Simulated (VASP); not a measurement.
# MgSnO2 (P4/mmm) in VASP: single point with PBE

Aim: the single point of MgSnO2 with PBE.

Program: VASP 6.6.1. These are calculated values, not measurements. Logs are shortened: lines on timing, memory, paths and dates and some standing lists are left out, and cuts for length are marked.

## Step 1: The cell of the first run

Symmetry: P4/mmm, No. 123, tetragonal system. Conventional cell: a = 4.292 Å, b = 4.292 Å, c = 3.004 Å, α = 90.00°, β = 90.00°, γ = 90.00°. Within 3.5 Å of Mg (site symmetry 4/mmm) lie 8 O at 2.62 Å and 2 Mg at 3.00 Å and 8 Sn at 3.39 Å. Sn (site symmetry 4/mmm) has 4 O at 2.15 Å within 2.8 Å. O (site symmetry mmm) has 2 Sn at 2.15 Å and 4 Mg at 2.62 Å within 2.8 Å.

## Step 2: Single point, PBE

Input file INCAR:

```
SYSTEM = MgSnO2
  PREC = Accurate
  ENCUT = 840
  EDIFF = 1E-6
  ISMEAR = 0
  SIGMA = 0.1
  LREAL = .False.
  LASPH = .True.
  NELM = 120
  ALGO = Normal
  ISIF = 2
  LWAVE = .False.
  LCHARG = .False.
  GGA = PE
  NBANDS = 26
  GGA_COMPAT = .False.
```

Input file KPOINTS:

```
regular mesh
0
Gamma
  12 12 16
  0 0 0
```

Input file POSCAR:

```
MgSnO2
1.0
    4.2919606968      0.0000000000      0.0000000000
    0.0000000000      4.2919606968      0.0000000000
    0.0000000000      0.0000000000      3.0041627522
Mg Sn O
1 1 2
Direct
    0.5000000000      0.5000000000      0.5000000000
    0.0000000000      0.0000000000      0.0000000000
    0.5000000000      0.0000000000      0.0000000000
    0.0000000000      0.5000000000      0.0000000000
```

Potentials or basis: VASP PAW PBE potentials, release 64 (Mg_sv, Sn_d, O).

The run is started by

```bash
cat potpaw_PBE.64/Mg_sv/POTCAR potpaw_PBE.64/Sn_d/POTCAR potpaw_PBE.64/O/POTCAR > POTCAR
mpirun -np 1 vasp_std > vasp.out
```

OUTCAR:

```text
SYSTEM = MgSnO2
   PREC = Accurate
   ENCUT = 840
   EDIFF = 1E-6
   ISMEAR = 0
   LREAL = .False.
   LASPH = .True.
   NELM = 120
   ISIF = 2
   GGA = PE

 ion  position               nearest neighbor table
   1  0.500  0.500  0.500-
   2  0.000  0.000  0.000-   3 2.15   4 2.15   4 2.15   3 2.15
   3  0.500  0.000  0.000-   2 2.15   2 2.15
   4  0.000  0.500  0.000-   2 2.15   2 2.15

  LATTYP: Found a simple tetragonal cell.
 ALAT       =     4.2919606968
 C/A-ratio  =     0.6999511329

  Lattice vectors:

 A1 = (   4.2919606968,   0.0000000000,   0.0000000000)
 A2 = (   0.0000000000,   4.2919606968,   0.0000000000)
 A3 = (   0.0000000000,   0.0000000000,   3.0041627522)

Analysis of symmetry for initial positions (statically):
=====================================================================
 Subroutine PRICEL returns:
 Original cell was already a primitive cell.

 Routine SETGRP: Setting up the symmetry group for a
 simple tetragonal supercell.

 Subroutine GETGRP returns: Found 16 space group operations
 (whereof 16 operations were pure point group operations)
 out of a pool of 16 trial point group operations.

The static configuration has the point symmetry D_4h.

Analysis of symmetry for dynamics (positions and initial velocities):
=====================================================================
 Subroutine PRICEL returns:
 Original cell was already a primitive cell.

 Routine SETGRP: Setting up the symmetry group for a
 simple tetragonal supercell.

 Subroutine GETGRP returns: Found 16 space group operations
 (whereof 16 operations were pure point group operations)
 out of a pool of 16 trial point group operations.

The dynamic configuration has the point symmetry D_4h.

 Subroutine INISYM returns: Found 16 space group operations
 (whereof 16 operations are pure point group operations),
 and found     1 'primitive' translations

----------------------------------------------------------------------------------------

                                     Primitive cell

  volume of cell :      55.3395

  direct lattice vectors                    reciprocal lattice vectors
     4.291960697  0.000000000  0.000000000     0.232993746  0.000000000  0.000000000
     0.000000000  4.291960697  0.000000000     0.000000000  0.232993746  0.000000000
     0.000000000  0.000000000  3.004162752     0.000000000  0.000000000  0.332871446

  length of vectors
     4.291960697  4.291960697  3.004162752     0.232993746  0.232993746  0.332871446

  position of ions in fractional coordinates (direct lattice)
     0.500000000  0.500000000  0.500000000
     0.000000000  0.000000000  0.000000000
     0.500000000  0.000000000  0.000000000
     0.000000000  0.500000000  0.000000000

  ion indices of the primitive-cell ions
   primitive index   ion index
                 1           1
                 2           2
                 3           3
                 4           4

----------------------------------------------------------------------------------------

 KPOINTS: regular mesh

Automatic generation of k-mesh.
 Grid dimensions read from file:
 generate k-points for:   12   12   16

 Generating k-lattice:

  Cartesian coordinates                     Fractional coordinates (reciprocal lattice)
     0.019416145  0.000000000  0.000000000     0.083333333  0.000000000  0.000000000
     0.000000000  0.019416145  0.000000000     0.000000000  0.083333333  0.000000000
     0.000000000  0.000000000  0.020804465     0.000000000  0.000000000  0.062500000

  Length of vectors
     0.019416145  0.019416145  0.020804465

  Shift w.r.t. Gamma in fractional coordinates (k-lattice)
     0.000000000  0.000000000  0.000000000

 Subroutine IBZKPT returns following result:
 ===========================================

 Found    252 irreducible k-points:

 Following reciprocal coordinates:
            Coordinates               Weight
  0.000000  0.000000  0.000000      1.000000
  0.083333  0.000000  0.000000      4.000000
  0.166667  0.000000  0.000000      4.000000
  0.250000  0.000000  0.000000      4.000000
  0.333333  0.000000  0.000000      4.000000
  0.416667  0.000000  0.000000      4.000000
[... 16 lines left out ...]
  0.333333  0.333333  0.000000      4.000000
  0.416667  0.333333  0.000000      8.000000
 [... further k-points ...]
   k-points           NKPTS =    252   k-points in BZ     NKDIM =    252   number of bands    NBANDS=     26
   number of dos      NEDOS =    301   number of ions     NIONS =      4
   total plane-waves  NPLWV =  49392
   dimension x,y,z NGX =    42 NGY =   42 NGZ =   28
   dimension x,y,z NGXF=    84 NGYF=   84 NGZF=   56
   ions per type =               1   1   2
   NGX,Y,Z   is equivalent  to a cutoff of  16.27, 16.27, 15.49 a.u.
   NGXF,Y,Z  is equivalent  to a cutoff of  32.54, 32.54, 30.99 a.u.
 SYSTEM =  MgSnO2
   PREC   = accura    normal or accurate (medium, high low for compatibility)
   ISTART =      0    job   : 0-new  1-cont  2-samecut
   ICHARG =      2    charge: 1-file 2-atom 10-const
   ISPIN  =      1    spin polarized calculation?
   LNONCOLLINEAR =      F non collinear calculations
   LSORBIT =      F    spin-orbit coupling
   LASPH  =      T    aspherical Exc in radial PAW
   ENCUT  =  840.0 eV  61.74 Ry    7.86 a.u.  10.14 10.14  7.10*2*pi/ulx,y,z
   NELM   =    120;   NELMIN=  2; NELMDL= -5     # of ELM steps
   EDIFF  = 0.1E-05   stopping-criterion for ELM
   LREAL  =      F    real-space projection
   EDIFFG = 0.1E-04   stopping-criterion for IOM
   NSW    =      0    number of steps for IOM
   IBRION =     -1    ionic relax: 0-MD 1-quasi-New 2-CG
   NFREE  =      0    steps in history (QN), initial steepest desc. (CG)
   ISIF   =      2    stress and relaxation
   ISYM   =      2    0-nonsym 1-usesym 2-fastsym
   POTIM  = 0.5000    time-step for ionic-motion
   TEBEG  =    0.0;   TEEND  =   0.0 temperature during run
   PSTRESS=    0.0 pullay stress
   NELECT =      36.0000    total number of electrons
   NUPDOWN=      -1.0000    fix difference up-down
   EMIN   =  10.00;   EMAX   =-10.00  energy-range for DOS
   EFERMI =   0.00;   METHOD = LEGACY
   ISMEAR =     0;   SIGMA  =   0.10  broadening in eV -4-tet -1-fermi 0-gaus
   EFERMI_NEDOS =   21; number of points for ismear=-14 and -15
   IALGO  =     38    algorithm
   IMIX   =      4    mixing-type and parameters
     AMIX     =   0.40;   BMIX     =  1.00
     AMIX_MAG =   1.60;   BMIX_MAG =  1.00
  volume/ion in A,a.u.               =      13.83        93.36
  Fermi-wavevector in a.u.,A,eV,Ry     =   1.418504  2.680585 27.377027  2.012155
  Thomas-Fermi vector in A             =   2.539623
   LORBIT       =      0    0 simple, 1 ext, 2 COOP (PROOUT), +10 PAW based schemes
   GGA     = PE    functional components
   LHFCALC =     F    Hartree Fock is set to
   AEXX    =    0.0000 exact exchange contribution
   IVDW    =     0    specifies the selected vdW correction
   LEPSILON=     F    determine dielectric tensor
   LRPA    =     F    only Hartree local field effects (RPA)
 non-spin polarized calculation
 Gauss-broadening in eV      SIGMA  =   0.10
  energy-cutoff  :      840.00
  volume of cell :       55.34
 maximum number of plane-waves:      3092
 NGX is ok and might be reduce to    42
   NGX = 21   NGY = 21   NGZ = 15

 number of electron      36.0000012 magnetization

 Free energy of the ion-electron system (eV)
  ---------------------------------------------------
  ext. energy  EPLUGINS =         0.00000000
  ---------------------------------------------------
  free energy    TOTEN  =       -20.15784562 eV

  energy without entropy =      -20.15606311  energy(sigma->0) =      -20.15695436

 E-fermi :   6.9245     XC(G=0): -10.6620

 val. band max:        6.9243682508   @ k =   0.1667   0.0833   0.0000
 cond. band min:       6.9466343948   @ k =   0.5000   0.3333   0.0000
 fundamental gap:      0.0222661439
 Fermi energy:         6.9244944644

 k-point     1 :       0.0000    0.0000    0.0000
  band No.  band energies     occupation
      1     -70.9976      2.00000
      2     -37.7675      2.00000
      3     -37.7383      2.00000
      4     -37.7383      2.00000
      5     -15.1430      2.00000
      6     -14.8732      2.00000
[... 18 lines left out ...]
     25      16.5710      0.00000
     26      17.9052      0.00000

 k-point     2 :       0.0833    0.0000    0.0000
  band No.  band energies     occupation
      1     -70.9977      2.00000
      2     -37.7676      2.00000
      3     -37.7384      2.00000
      4     -37.7383      2.00000
      5     -15.1301      2.00000
      6     -14.8643      2.00000
[... 18 lines left out ...]
     25      16.6603      0.00000
     26      17.7841      0.00000

 k-point     3 :       0.1667    0.0000    0.0000
  band No.  band energies     occupation
      1     -70.9977      2.00000
      2     -37.7675      2.00000
      3     -37.7385      2.00000
      4     -37.7384      2.00000
      5     -15.0985      2.00000
      6     -14.8351      2.00000
[... 18 lines left out ...]
     25      16.9151      0.00000
     26      17.6673      0.00000

 k-point     4 :       0.2500    0.0000    0.0000
  band No.  band energies     occupation
      1     -70.9977      2.00000
      2     -37.7675      2.00000
      3     -37.7386      2.00000
      4     -37.7383      2.00000
      5     -15.0646      2.00000
      6     -14.7822      2.00000
[... 18 lines left out ...]
     25      16.8720      0.00000
     26      18.0879      0.00000

 k-point     5 :       0.3333    0.0000    0.0000
  band No.  band energies     occupation
      1     -70.9977      2.00000
      2     -37.7675      2.00000
      3     -37.7387      2.00000
      4     -37.7384      2.00000
      5     -15.0405      2.00000
      6     -14.7145      2.00000
[... 18 lines left out ...]
     25      16.9219      0.00000
     26      18.7358      0.00000

 k-point     6 :       0.4167    0.0000    0.0000
  band No.  band energies     occupation
      1     -70.9977      2.00000
      2     -37.7675      2.00000
      3     -37.7388      2.00000
      4     -37.7384      2.00000
      5     -15.0276      2.00000
      6     -14.6567      2.00000
[... 427 lines left out ...]
 k-point    21 :       0.4167    0.2500    0.0000
  band No.  band energies     occupation
      1     -70.9976      2.00000
      2     -37.7675      2.00000
      3     -37.7388      2.00000
      4     -37.7385      2.00000
      5     -14.8461      2.00000
      6     -14.6561      2.00000
[... 18 lines left out ...]
     25      16.9338      0.00000
     26      18.6382      0.00000

 k-point    22 :       0.5000    0.2500    0.0000
  band No.  band energies     occupation
      1     -70.9976      2.00000
      2     -37.7675      2.00000
      3     -37.7388      2.00000
      4     -37.7385      2.00000
      5     -14.8403      2.00000
      6     -14.6335      2.00000
[... 18 lines left out ...]
     25      17.0779      0.00000
     26      18.5919      0.00000

 k-point    23 :       0.3333    0.3333    0.0000
  band No.  band energies     occupation
      1     -70.9977      2.00000
      2     -37.7675      2.00000
      3     -37.7387      2.00000
      4     -37.7387      2.00000
      5     -14.7846      2.00000
      6     -14.6933      2.00000
[... 18 lines left out ...]
     25      16.3096      0.00000
     26      18.5636      0.00000

 k-point    24 :       0.4167    0.3333    0.0000
  band No.  band energies     occupation
      1     -70.9976      2.00000
      2     -37.7675      2.00000
      3     -37.7388      2.00000
      4     -37.7387      2.00000
      5     -14.7447      2.00000
      6     -14.6556      2.00000
[... 18 lines left out ...]
     25      16.8411      0.00000
     26      18.4276      0.00000

 [... further k-points ...]
[... 5 lines left out ...]
  --------------------------------------------------------------------------------------
  -------------------------------------------------------------------------------------
  Total        0.0866036      0.0866036     -0.0476982      0.0000000      0.0000000      0.0000000
  in kB        2.5073303      2.5073303     -1.3809497      0.0000000      0.0000000      0.0000000
  external PRESSURE =       1.2112370 kB  Pullay stress =       0.0000000 kB

 VOLUME and BASIS-vectors are now :
 -----------------------------------------------------------------------------
  energy-cutoff  :      840.00
  volume of cell :       55.34
      direct lattice vectors                 reciprocal lattice vectors
     4.291960697  0.000000000  0.000000000     0.232993746  0.000000000  0.000000000
     0.000000000  4.291960697  0.000000000     0.000000000  0.232993746  0.000000000
     0.000000000  0.000000000  3.004162752     0.000000000  0.000000000  0.332871446

 POSITION                                       TOTAL-FORCE (eV/Angst)
 -----------------------------------------------------------------------------------
      2.14598      2.14598      1.50208         0.000000      0.000000      0.000000
      0.00000      0.00000      0.00000         0.000000      0.000000      0.000000
      2.14598      0.00000      0.00000         0.000000      0.000000      0.000000
      0.00000      2.14598      0.00000         0.000000      0.000000      0.000000
 -----------------------------------------------------------------------------------
    total drift:                                0.000000      0.000000     -0.000000

  FREE ENERGIE OF THE ION-ELECTRON SYSTEM (eV)
  ---------------------------------------------------
  free  energy   TOTEN  =       -20.1578456206 eV

  energy  without entropy=      -20.1560631070  energy(sigma->0) =      -20.15695436
```

Run time: 6.9 min. Hardware: 1 thread of Intel Xeon Platinum 8488C (Sapphire Rapids), shared host; peak memory 0.76 GiB.

Results:

```
Free energy            : -20.1578 eV
Pressure               : 0.1 GPa
Band gap on the k mesh : zero (bands 18 and 19 overlap by 1.67 eV)
```

Stress tensor (GPa, compression positive):
```
 0.25  0.00  0.00
 0.00  0.25  0.00
 0.00  0.00 -0.14
```

Caveat: spin-orbit coupling is left out, which moves the levels of the heavy elements.

The gap in the log of VASP goes by the Fermi energy; the results here count the filled bands.